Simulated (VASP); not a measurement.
LiF, 2 atoms in the cell. The structure is tetragonal, space group I4/mmm (No. 139). Conventional cell: a = 2.848 Å, b = 2.848 Å, c = 4.068 Å, α = 90.00°, β = 90.00°, γ = 90.00°. Li (site symmetry 4/mmm) has 6 F at 2.01 to 2.03 Å within 2.7 Å. F (site symmetry 4/mmm) has 6 Li at 2.01 to 2.03 Å within 2.7 Å.  This cell differs from its parent crystal: strain +0.0100 x Voigt [0, 1, 0, 0, 0, 0].

```yaml
Program: VASP 6.6.1
Task: single point
Functional: LDA
Potentials_or_basis: VASP PAW LDA potentials, release 64 (Li_sv, F)
Cutoff: 520 eV
k_mesh: 10 × 10 × 10
Occupations: gaussian, width 0.05 eV
Spin: no spin polarisation
Dipole_correction: no
Further_INCAR_settings: ALGO = Normal; EDIFF = 1e-06; NBANDS = 12
```

Potentials or basis: VASP PAW LDA potentials, release 64 (Li_sv, F).

The run is started by

```bash
$ cat potpaw_LDA.64/Li_sv/POTCAR potpaw_LDA.64/F/POTCAR > POTCAR
$ mpirun -np 1 vasp_std > vasp.out
```

Hardware: 1 thread of Intel(R) Xeon(R) Platinum 8488C (Sapphire Rapids) (shared host).

Q: How long does it take, and how much memory?

A: Wall time 8.9 s on 1 thread of Intel(R) Xeon(R) Platinum 8488C (Sapphire Rapids) (shared host), peak memory 0.13 GiB. Counts: scf iterations 11, k points 102.
